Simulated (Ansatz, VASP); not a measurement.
## YSn3 in VASP and in Ansatz

```xyz
4
Lattice="4.6815 0.0000 0.0000 0.0000 4.6815 0.0000 0.0000 0.0000 4.6815" Properties=species:S:1:pos:R:3 pbc="T T T"
Y     0.0000    0.0000    0.0000
Sn    0.0000    2.3408    2.3408
Sn    2.3408    0.0000    2.3408
Sn    2.3408    2.3408    0.0000
```

Change from the starting cell: volume scaled by 1.01, crystal datasets.

Alike in both runs: task electric field gradients; functional PBEsol; k mesh 8 × 8 × 8; occupations fermi-dirac, width 0.05 eV; no spin polarisation.

|  | VASP | Ansatz |
| --- | --- | --- |
| version | VASP 6.6.1 | Ansatz 0.2.0 |
| potentials or method | VASP PAW PBE potentials, release 64 (Y_sv, Sn_d), cutoff 520 eV | all-electron PAW with datasets made for the crystal, scalar-relativistic |

```tsv
	VASP	Ansatz	Ansatz less VASP
pressure (GPa)	-1.5	-1.4	+0.06
size of Vzz on the site where it differs most (V/Å²)	138.9	143.9	+5.05
```

VASP's potentials were made for PBE, not for PBEsol. Ansatz ran all-electron here, and VASP with PAW potentials.
